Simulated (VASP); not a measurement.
The system is Ta2Bi2O.

```
CELL_PARAMETERS angstrom
4.26147 0.00000 0.00000
-2.13074 3.69054 0.00000
0.00000 0.00000 7.55375
ATOMIC_POSITIONS crystal
Ta 0.33333 0.66667 0.36010
Ta 0.33333 0.66667 0.63990
Bi 0.66667 0.33333 0.00000
Bi 0.00000 0.00000 0.50000
O 0.66667 0.33333 0.50000
```

The cell was generated, and may not be a known phase.

- Program: VASP 6.6.1
- Task: relaxation of cell and atoms
- Functional: PBE
- Potentials or basis: VASP PAW PBE potentials, release 64 (Ta_pv, Bi_d, O)
- Cutoff: 600 eV
- k mesh: 6 × 6 × 2
- Occupations: gaussian, width 0.1 eV
- Spin: no spin polarisation

At the start: pressure 20.4 GPa; volume 23.76 Å³/atom.

Where does the relaxation end?

Over 15 steps the energy falls by 872.5 meV/atom and the volume is 21.51 Å³/atom (-9.5 %); space group P-6m2 (No. 187, to 0.1 Å) before and after.

The path:
```
step  energy change (eV)  largest force (eV/Å)  pressure (GPa)  volume (Å³)
   1              0.0000               10.9877           20.36       118.80
   2              2.2610                1.4160          -15.91       178.50
   3             -2.5262                0.2684           -8.26       137.13
   4             -2.6305                0.9539           -6.20       134.41
   5             -2.6579                1.6734           -4.10       132.02
   6             -3.3313                1.9545           -2.78       123.10
   7             -3.9407                1.6903           13.89        97.72
   8             -4.0808                2.3692            5.55       106.43
   9             -4.0997                2.2284            7.93       103.46
  10             -4.3073                0.4211            4.48       103.74
  11             -4.3215                0.0689            3.51       103.83
  12             -4.3535                0.0487            1.54       105.82
  13             -4.3622                0.0311           -0.07       107.64
  14             -4.3622                0.0319           -0.01       107.56
  15             -4.3624                0.0124            0.02       107.56
```

Final structure:
```cif
data_structure
_symmetry_space_group_name_H-M 'P 1'
_symmetry_Int_Tables_number 1
_cell_length_a 4.3810
_cell_length_b 4.3810
_cell_length_c 6.4708
_cell_angle_alpha 90.000
_cell_angle_beta 90.000
_cell_angle_gamma 120.000
_cell_volume 107.56
loop_
_atom_site_label
_atom_site_type_symbol
_atom_site_fract_x
_atom_site_fract_y
_atom_site_fract_z
_atom_site_occupancy
Ta1 Ta 0.33333 0.66667 0.28707 1
Ta2 Ta 0.33333 0.66667 0.71293 1
Bi1 Bi 0.66667 0.33333 0.00000 1
Bi2 Bi 0.00000 0.00000 0.50000 1
O1 O 0.66667 0.33333 0.50000 1
```

Caveat: the k points lie up to 0.49 Å⁻¹ apart in the final cell.
